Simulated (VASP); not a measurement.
## Al4GeRu: single point with PBE

Crystal: Al4GeRu.

```
CELL_PARAMETERS angstrom
4.52860 0.00000 0.00000
2.21707 4.12768 0.00000
2.23440 0.09220 10.33900
ATOMIC_POSITIONS crystal
Al 0.02631 0.57314 0.92423
Al 0.65536 0.21971 0.37095
Al 0.44518 0.26368 0.68840
Al 0.23859 0.24069 0.15149
Al 0.79392 0.60548 0.64799
Al 0.55416 0.59691 0.16618
Al 0.36138 0.88947 0.91881
Al 0.96537 0.60542 0.37172
Ge 0.69971 0.22985 0.92473
Ge 0.23550 0.95960 0.47885
Ru 0.10627 0.91369 0.71928
Ru 0.91825 0.90234 0.13736
```

```yaml
Program: VASP 6.6.1
Task: single point
Functional: PBE
Potentials_or_basis: VASP PAW PBE potentials, release 64 (Al, Ge_d, Ru_pv)
Cutoff: 520 eV
k_mesh: 4 × 4 × 2
Occupations: gaussian, width 0.1 eV
Spin: no spin polarisation
Dipole_correction: no
Further_INCAR_settings: ALGO = Fast; EDIFF = 1e-06; NBANDS = 52
```

- Pressure: -0.2 GPa
- Largest force: 0.150 eV/Å
- Band gap on the k mesh: zero (bands 40 and 41 overlap by 0.39 eV)

Forces in eV/Å, atoms in the order of the input:
```
Al  -0.001  0.032 -0.024
Al  -0.002  0.006 -0.081
Al   0.015  0.001 -0.010
Al  -0.003 -0.036  0.073
Al  -0.009  0.016  0.079
Al   0.000  0.023  0.075
Al  -0.062  0.075 -0.021
Al   0.022  0.045 -0.111
Ge   0.095 -0.089 -0.075
Ge  -0.037 -0.036  0.104
Ru   0.007 -0.013  0.136
Ru  -0.026 -0.023 -0.145
```

Stress tensor (GPa, compression positive):
```
-0.48 -0.41  0.00
-0.41 -0.82  0.07
 0.00  0.07  0.81
```

Levels at points of the mesh, in eV from the Fermi level:
```csv
k point,band 37,band 38,band 39,band 40,band 41,band 42,band 43,band 44
"(0.00, 0.00, 0.00)",-0.98,-0.87,-0.68,-0.50,-0.30,-0.13,0.15,0.43
"(0.50, 0.00, 0.00)",-1.93,-1.41,-1.32,-1.21,0.62,0.89,1.46,1.54
"(0.00, 0.50, 0.00)",-1.65,-1.39,-1.12,-0.73,-0.13,0.86,0.93,2.06
"(0.50, 0.50, 0.00)",-1.90,-1.53,-1.35,-1.18,0.60,1.11,1.38,1.63
"(0.00, 0.00, 0.50)",-1.24,-1.01,-0.90,-0.60,-0.17,0.12,0.30,0.69
"(0.50, 0.00, 0.50)",-1.81,-1.44,-1.42,-1.24,0.67,0.79,1.55,1.74
"(0.00, 0.50, 0.50)",-1.48,-1.40,-0.98,-0.36,0.09,0.88,1.20,1.51
"(0.50, 0.50, 0.50)",-1.93,-1.59,-1.31,-1.14,0.83,0.85,1.33,1.54
```

It took 8 min on 1 thread of Intel Xeon 8259CL, with other jobs on the host, peak memory 0.4 GiB.

Caveat: the k points lie up to 0.40 Å⁻¹ apart.
